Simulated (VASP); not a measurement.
Input of a VASP 6.6.1 run:

The input POSCAR:

```
Hg
1.0
    5.4087358962      0.0000000000      0.0000000000
   -2.7043679481      4.6841026885      0.0000000000
    0.0000000000      0.0000000000      3.1995636425
Hg
3
Direct
    0.0000000000      0.0000000000      0.0000000000
    0.3333333333      0.6666666667      0.5000000000
    0.6666666667      0.3333333333      0.5000000000
```

INCAR.step1

```
SYSTEM = Hg
ALGO = Normal
EDIFF = 1E-4
ENCUT = 520
GGA = PE
ISMEAR = 0
LASPH = .TRUE.
LCHARG = .FALSE.
LREAL = .FALSE.
LWAVE = .TRUE.
NBANDS = 25
NELM = 100
PREC = Accurate
SIGMA = 0.1
```

INCAR.step2

```
SYSTEM = Hg
ALGO = Normal
EDIFF = 1E-6
ENCUT = 520
ISIF = 2
ISMEAR = 0
ISTART = 1
LASPH = .TRUE.
LCHARG = .FALSE.
LMIXTAU = .TRUE.
LREAL = .FALSE.
LWAVE = .FALSE.
METAGGA = R2SCAN
NBANDS = 25
NELM = 100
PREC = Accurate
SIGMA = 0.1
```

KPOINTS

```
k-points
0
G
  9 9 12
  0 0 0
```

Potentials or basis: VASP PAW PBE potentials, release 64 (Hg).

Run with:

```sh
$ cat potpaw_PBE.64/Hg/POTCAR > POTCAR
$ cp INCAR.step1 INCAR
$ mpirun -np 1 vasp_std > vasp.out
$ cp INCAR.step2 INCAR
$ mpirun -np 1 vasp_std > vasp.out
```

Problem. Predict the band gap on the k mesh.

Solution. Zero (band 18 reaches 3.82 eV, above the bottom of band 19 at 0.90 eV).

Problem. Predict the pressure.

Solution. 0.2 GPa.

Caveat: the PAW data sets were made with another functional, which shifts forces and pressure a little; spin-orbit coupling is left out, which moves the levels of the heavy elements.
